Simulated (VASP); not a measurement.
# NaCl in VASP: a series of runs, part 2 of 3

VASP 6.6.1. The steps go on from the part before.

**3. Single point, PBEsol (equal xx and yy strain of +2 %)**

The input, INCAR:

```
SYSTEM = NaCl
ALGO     = Normal         ! electronic algorithm
EDIFF    = 1E-7           ! SCF threshold, eV
ENCUT    = 520            ! plane-wave cutoff, eV
GGA      = PS             ! functional
ISIF     = 2              ! what is computed and relaxed
ISMEAR   = -1             ! smearing method
LASPH    = .TRUE.         ! aspherical terms in the spheres
LCHARG   = .FALSE.        ! write CHGCAR
LREAL    = .FALSE.        ! projectors in reciprocal space
LWAVE    = .FALSE.        ! write WAVECAR
NBANDS   = 14             ! bands
NELM     = 100            ! most SCF steps
PREC     = Accurate       ! precision mode
SIGMA    = 0.03           ! smearing width, eV
```

The input, KPOINTS:

```
k-points
0
G
  9 9 9
  0 0 0
```

The input, POSCAR:

```
NaCl
1.0
    2.9172000000      0.0000000000      0.0000000000
    0.0000000000      2.9172000000      0.0000000000
    0.0000000000      0.0000000000      2.8600000000
Na Cl
1 1
Direct
    0.0000000000      0.0000000000      0.0000000000
    0.5000000000      0.5000000000      0.5000000000
```

Potentials or basis: VASP PAW PBE potentials, release 64 (Na_pv, Cl).

Started as:

```sh
> cat potpaw_PBE.64/Na_pv/POTCAR potpaw_PBE.64/Cl/POTCAR > POTCAR
> mpirun -np 1 vasp_std > vasp.out
```

OUTCAR:

```text
SYSTEM = NaCl
   EDIFF = 1E-7
   ENCUT = 520
   GGA = PS
   ISIF = 2
   ISMEAR = -1
   LASPH = .TRUE.
   LREAL = .FALSE.
   NELM = 100
   PREC = Accurate

 ion  position               nearest neighbor table
   1  0.000  0.000  0.000-   2 2.51   2 2.51   2 2.51   2 2.51   2 2.51   2 2.51   2 2.51   2 2.51

   2  0.500  0.500  0.500-   1 2.51   1 2.51   1 2.51   1 2.51   1 2.51   1 2.51   1 2.51   1 2.51

  LATTYP: Found a simple tetragonal cell.
 ALAT       =     2.9172000000
 C/A-ratio  =     0.9803921569

  Lattice vectors:

 A1 = (   2.9172000000,   0.0000000000,   0.0000000000)
 A2 = (   0.0000000000,   2.9172000000,   0.0000000000)
 A3 = (   0.0000000000,   0.0000000000,   2.8600000000)

Analysis of symmetry for initial positions (statically):
=====================================================================
 Subroutine PRICEL returns:
 Original cell was already a primitive cell.

 Routine SETGRP: Setting up the symmetry group for a
 simple tetragonal supercell.

 Subroutine GETGRP returns: Found 16 space group operations
 (whereof 16 operations were pure point group operations)
 out of a pool of 16 trial point group operations.

The static configuration has the point symmetry D_4h.

Analysis of symmetry for dynamics (positions and initial velocities):
=====================================================================
 Subroutine PRICEL returns:
 Original cell was already a primitive cell.

 Routine SETGRP: Setting up the symmetry group for a
 simple tetragonal supercell.

 Subroutine GETGRP returns: Found 16 space group operations
 (whereof 16 operations were pure point group operations)
 out of a pool of 16 trial point group operations.

The dynamic configuration has the point symmetry D_4h.

 Subroutine INISYM returns: Found 16 space group operations
 (whereof 16 operations are pure point group operations),
 and found     1 'primitive' translations

----------------------------------------------------------------------------------------

                                     Primitive cell

  volume of cell :      24.3388

  direct lattice vectors                    reciprocal lattice vectors
     2.917200000  0.000000000  0.000000000     0.342794460  0.000000000  0.000000000
     0.000000000  2.917200000  0.000000000     0.000000000  0.342794460  0.000000000
     0.000000000  0.000000000  2.860000000     0.000000000  0.000000000  0.349650350

  length of vectors
     2.917200000  2.917200000  2.860000000     0.342794460  0.342794460  0.349650350

  position of ions in fractional coordinates (direct lattice)
     0.000000000  0.000000000  0.000000000
     0.500000000  0.500000000  0.500000000

  ion indices of the primitive-cell ions
   primitive index   ion index
                 1           1
                 2           2

----------------------------------------------------------------------------------------

 KPOINTS: k-points

Automatic generation of k-mesh.
 Grid dimensions read from file:
 generate k-points for:    9    9    9

 Generating k-lattice:

  Cartesian coordinates                     Fractional coordinates (reciprocal lattice)
     0.038088273  0.000000000  0.000000000     0.111111111  0.000000000  0.000000000
     0.000000000  0.038088273  0.000000000     0.000000000  0.111111111  0.000000000
     0.000000000  0.000000000  0.038850039     0.000000000  0.000000000  0.111111111

  Length of vectors
     0.038088273  0.038088273  0.038850039

  Shift w.r.t. Gamma in fractional coordinates (k-lattice)
     0.000000000  0.000000000  0.000000000

 Subroutine IBZKPT returns following result:
 ===========================================

 Found     75 irreducible k-points:

 Following reciprocal coordinates:
            Coordinates               Weight
  0.000000  0.000000  0.000000      1.000000
  0.111111  0.000000  0.000000      4.000000
  0.222222  0.000000  0.000000      4.000000
  0.333333  0.000000  0.000000      4.000000
  0.444444  0.000000  0.000000      4.000000
  0.111111  0.111111  0.000000      4.000000
[... 16 lines left out ...]
  0.333333  0.111111  0.111111     16.000000
  0.444444  0.111111  0.111111     16.000000
 [... further k-points ...]
   k-points           NKPTS =     75   k-points in BZ     NKDIM =     75   number of bands    NBANDS=     14
   number of dos      NEDOS =    301   number of ions     NIONS =      2
   total plane-waves  NPLWV =  13824
   dimension x,y,z NGX =    24 NGY =   24 NGZ =   24
   dimension x,y,z NGXF=    48 NGYF=   48 NGZF=   48
   ions per type =               1   1
   NGX,Y,Z   is equivalent  to a cutoff of  13.68, 13.68, 13.95 a.u.
   NGXF,Y,Z  is equivalent  to a cutoff of  27.35, 27.35, 27.90 a.u.
 SYSTEM =  NaCl
   PREC   = accura    normal or accurate (medium, high low for compatibility)
   ISTART =      0    job   : 0-new  1-cont  2-samecut
   ICHARG =      2    charge: 1-file 2-atom 10-const
   ISPIN  =      1    spin polarized calculation?
   LNONCOLLINEAR =      F non collinear calculations
   LSORBIT =      F    spin-orbit coupling
   LASPH  =      T    aspherical Exc in radial PAW
   ENCUT  =  520.0 eV  38.22 Ry    6.18 a.u.   5.42  5.42  5.32*2*pi/ulx,y,z
   NELM   =    100;   NELMIN=  2; NELMDL= -5     # of ELM steps
   EDIFF  = 0.1E-06   stopping-criterion for ELM
   LREAL  =      F    real-space projection
   EDIFFG = 0.1E-05   stopping-criterion for IOM
   NSW    =      0    number of steps for IOM
   IBRION =     -1    ionic relax: 0-MD 1-quasi-New 2-CG
   NFREE  =      0    steps in history (QN), initial steepest desc. (CG)
   ISIF   =      2    stress and relaxation
   ISYM   =      2    0-nonsym 1-usesym 2-fastsym
   POTIM  = 0.5000    time-step for ionic-motion
   TEBEG  =    0.0;   TEEND  =   0.0 temperature during run
   PSTRESS=    0.0 pullay stress
   NELECT =      14.0000    total number of electrons
   NUPDOWN=      -1.0000    fix difference up-down
   EMIN   =  10.00;   EMAX   =-10.00  energy-range for DOS
   EFERMI =   0.00;   METHOD = LEGACY
   ISMEAR =    -1;   SIGMA  =   0.03  broadening in eV -4-tet -1-fermi 0-gaus
   EFERMI_NEDOS =   21; number of points for ismear=-14 and -15
   IALGO  =     38    algorithm
   IMIX   =      4    mixing-type and parameters
     AMIX     =   0.40;   BMIX     =  1.00
     AMIX_MAG =   1.60;   BMIX_MAG =  1.00
  volume/ion in A,a.u.               =      12.17        82.12
  Fermi-wavevector in a.u.,A,eV,Ry     =   1.361501  2.572864 25.220923  1.853686
  Thomas-Fermi vector in A             =   2.488072
   LORBIT       =      0    0 simple, 1 ext, 2 COOP (PROOUT), +10 PAW based schemes
   GGA     = PS    functional components
   LHFCALC =     F    Hartree Fock is set to
   AEXX    =    0.0000 exact exchange contribution
   IVDW    =     0    specifies the selected vdW correction
   LEPSILON=     F    determine dielectric tensor
   LRPA    =     F    only Hartree local field effects (RPA)
 non-spin polarized calculation
  energy-cutoff  :      520.00
  volume of cell :       24.34
 maximum number of plane-waves:       671
 NGX is ok and might be reduce to    24
   NGX = 11   NGY = 11   NGZ = 11

 number of electron      14.0000005 magnetization

 Free energy of the ion-electron system (eV)
  ---------------------------------------------------
  ext. energy  EPLUGINS =         0.00000000
  ---------------------------------------------------
  free energy    TOTEN  =        -5.10256120 eV

  energy without entropy =       -5.10256120  energy(sigma->0) =       -5.10256120

 E-fermi :   7.0021     XC(G=0): -11.3502

 val. band max:        6.3035793958   @ k =   0.4444   0.4444   0.0000
 cond. band min:      10.8102426977   @ k =   0.4444   0.4444   0.0000
 fundamental gap:      4.5066633019
 Fermi energy:         7.0020858426

 k-point     1 :       0.0000    0.0000    0.0000
  band No.  band energies     occupation
      1     -16.2559      2.00000
      2     -16.2559      2.00000
      3     -16.2427      2.00000
      4     -10.4717      2.00000
      5       4.8670      2.00000
      6       4.8670      2.00000
      7       5.2104      2.00000
      8      12.7817      0.00000
      9      12.8171      0.00000
     10      13.2591      0.00000
     11      23.6290      0.00000
     12      24.0714      0.00000
     13      24.0714      0.00000
     14      27.8257      0.00000
[... 375 lines left out ...]
 k-point    24 :       0.4444    0.1111    0.1111
  band No.  band energies     occupation
      1     -16.5913      2.00000
      2     -16.2548      2.00000
      3     -16.2425      2.00000
      4      -8.8695      2.00000
      5      -0.0398      2.00000
      6       4.6701      2.00000
      7       4.9483      2.00000
      8      15.9254      0.00000
      9      16.3811      0.00000
     10      16.4568      0.00000
     11      17.0946      0.00000
     12      22.0354      0.00000
     13      22.4745      0.00000
     14      23.3173      0.00000

 [... further k-points ...]
[... 5 lines left out ...]
  --------------------------------------------------------------------------------------
  -------------------------------------------------------------------------------------
  Total        7.4979068      7.4979068      8.2188676      0.0000000      0.0000000      0.0000000
  in kB      493.5738901    493.5738901    541.0334571      0.0000000      0.0000000      0.0000000
  external PRESSURE =     509.3937458 kB  Pullay stress =       0.0000000 kB

 VOLUME and BASIS-vectors are now :
 -----------------------------------------------------------------------------
  energy-cutoff  :      520.00
  volume of cell :       24.34
      direct lattice vectors                 reciprocal lattice vectors
     2.917200000  0.000000000  0.000000000     0.342794460  0.000000000  0.000000000
     0.000000000  2.917200000  0.000000000     0.000000000  0.342794460  0.000000000
     0.000000000  0.000000000  2.860000000     0.000000000  0.000000000  0.349650350

 POSITION                                       TOTAL-FORCE (eV/Angst)
 -----------------------------------------------------------------------------------
      0.00000      0.00000      0.00000         0.000000      0.000000      0.000000
      1.45860      1.45860      1.43000         0.000000      0.000000      0.000000
 -----------------------------------------------------------------------------------
    total drift:                                0.000000     -0.000000     -0.000000

  FREE ENERGIE OF THE ION-ELECTRON SYSTEM (eV)
  ---------------------------------------------------
  free  energy   TOTEN  =        -5.1025611995 eV

  energy  without entropy=       -5.1025611995  energy(sigma->0) =       -5.10256120
```

Run time: 15 s. Hardware: 1 thread of Intel Xeon Platinum 8259CL at 2.50GHz (Skylake/Cascade Lake), shared host; peak memory 0.15 GiB.

Results:

| Property | Result |
| --- | --- |
| Free energy | -5.1026 eV |
| Pressure | 50.9 GPa |
| Band gap on the k mesh | 4.51 eV, direct |

Caveat: the cell differs from its parent crystal (equal xx and yy strain of +2 %); the PAW data sets were made with another functional, which shifts forces and pressure a little.

**4. Single point, PBEsol (equal xy, yz and zx shear strains of -2 %)**

The input, INCAR:

```
SYSTEM = NaCl
PREC = Accurate
ENCUT = 520
EDIFF = 1E-6
ISMEAR = -1
SIGMA = 0.03
LREAL = .FALSE.
LASPH = .TRUE.
NELM = 100
ALGO = Normal
ISIF = 2
LWAVE = .FALSE.
LCHARG = .FALSE.
GGA = PS
NBANDS = 14
```

The input, KPOINTS:

```
regular mesh
0
G
  9 9 9
  0 0 0
```

The input, POSCAR:

```
NaCl
1.0
    2.8600000000     -0.0286000000     -0.0286000000
   -0.0286000000      2.8600000000     -0.0286000000
   -0.0286000000     -0.0286000000      2.8600000000
Na Cl
1 1
Direct
    0.0000000000      0.0000000000      0.0000000000
    0.5000000000      0.5000000000      0.5000000000
```

Started as:

```sh
> cat potpaw_PBE.64/Na_pv/POTCAR potpaw_PBE.64/Cl/POTCAR > POTCAR
> mpirun -np 1 vasp_std > vasp.out
```

Run time: 15 s. Hardware: 1 thread of Intel Xeon Platinum 8259CL at 2.50GHz (Skylake/Cascade Lake), shared host; peak memory 0.15 GiB.

Results (log left out):

| Item | Value |
| --- | --- |
| Free energy | -4.7706 eV |
| Pressure | 60.3 GPa |
| Band gap on the k mesh | 4.55 eV, direct |

Stress tensor (GPa, compression positive):
```
60.30  1.66  1.66
 1.66 60.30  1.66
 1.66  1.66 60.30
```

Levels at points of the mesh, in eV from the valence-band top:
| k point | band 3 | band 4 | band 5 | band 6 | band 7 | band 8 | band 9 | band 10 | band 11 | band 12 |
| --- | --- | --- | --- | --- | --- | --- | --- | --- | --- | --- |
| (0.00, 0.00, 0.00) | -22.51 | -16.95 | -1.29 | -1.18 | -1.18 | 6.56 | 6.56 | 7.26 | 17.68 | 17.96 |

Caveat: the cell differs from its parent crystal (equal xy, yz and zx shear strains of -2 %); the PAW data sets were made with another functional, which shifts forces and pressure a little. A k mesh can miss the band edges.

(Part 2 of 3 ends here.)
